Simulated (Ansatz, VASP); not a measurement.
**Two plane-wave programs on SnSe**

File POSCAR:

```
SnSe
1.0
    2.1236689167     -5.9040304868      0.0000000000
    2.1236689167      5.9040304868      0.0000000000
    0.0000000000      0.0000000000      4.2288625191
Sn Se
2 2
Direct
    0.8740995176      0.1259004824      0.2500000000
    0.1259004824      0.8740995176      0.7500000000
    0.6451033447      0.3548966553      0.2500000000
    0.3548966553      0.6451033447      0.7500000000
```

INCAR.step1

```
SYSTEM = SnSe
ALGO = Normal ; EDIFF = 1E-4
ENCUT = 520 ; GGA = PE
ISMEAR = -1 ; LASPH = .TRUE.
LCHARG = .FALSE. ; LREAL = .FALSE.
LWAVE = .TRUE. ; NBANDS = 28
NELM = 60 ; PREC = Accurate
SIGMA = 0.02
```

File INCAR.step2:

```
SYSTEM = SnSe
ALGO = Normal ; EDIFF = 1E-7
ENCUT = 520 ; ISIF = 2
ISMEAR = -1 ; ISTART = 1
LASPH = .TRUE. ; LCHARG = .FALSE.
LMIXTAU = .TRUE. ; LREAL = .FALSE.
LWAVE = .FALSE. ; METAGGA = R2SCAN
NBANDS = 28 ; NELM = 60
PREC = Accurate ; SIGMA = 0.02
```

KPOINTS

```
k-points
0
G
  6 6 6
  0 0 0
```

Input for Ansatz:

```yaml
crystal:
  lattice:
    - [2.1236689167, -5.9040304868, 0.0]
    - [2.1236689167, 5.9040304868, 0.0]
    - [0.0, 0.0, 4.2288625191]
  atoms:
    - { symbol: Sn, position: [0.8740995176, 0.1259004824, 0.25] }
    - { symbol: Sn, position: [0.1259004824, 0.8740995176, 0.75] }
    - { symbol: Se, position: [0.6451033447, 0.3548966553, 0.25] }
    - { symbol: Se, position: [0.3548966553, 0.6451033447, 0.75] }
kpoints:
  mp_grid: { grid: [6, 6, 6] }
  band_path:
    path:
      - [0.0, 0.0, 0.0]
      - [-0.5, 0.5, 0.0]
      - [-0.282345692, 0.717654308, 0.0]
      - [0.282345692, 0.282345692, 0.0]
      - [0.0, 0.0, 0.5]
      - [0.282345692, 0.282345692, 0.5]
      - [-0.282345692, 0.717654308, 0.5]
      - [-0.5, 0.5, 0.5]
      - [0.0, 0.5, 0.0]
      - [0.5, 0.5, 0.333333]
    npoints: 1
hamiltonian:
  xc: r2scan
scf:
  occupations: { method: fermi_dirac, width: 0.02 }
  n_extra_bands: 5
output:
  forces: true
  stress: true
  eigenvalues: true
  write_density: true
  write_potential: true
  elf: true
  volumetric_format: npy
```

Alike in both runs: task single point; functional r2SCAN; k mesh 6 × 6 × 6; occupations fermi-dirac, width 0.02 eV; no spin polarisation.

|  | VASP | Ansatz |
| --- | --- | --- |
| version | VASP 6.6.1 | Ansatz 0.2.0 |
| potentials or method | VASP PAW PBE potentials, release 64 (Sn_d, Se) | plane waves, PAW |
| plane-wave cutoff (eV) | 520 | 500 |
| valence electrons in the cell | 40 | 60 |

|  | VASP | Ansatz | Ansatz less VASP |
| --- | --- | --- | --- |
| pressure (GPa) | 1.0 | 0.9 | -0.03 |
| rms of the force components (eV/Å) | 0.004 | 0.011 | +0.0071 |

VASP's potentials were made for PBE, not for r2SCAN. Atom by atom the forces differ by 0.007 eV/Å (rms over components). VASP's potentials hold 40 valence electrons a cell and Ansatz's 60, so a difference there can come from the potentials and not from the codes.
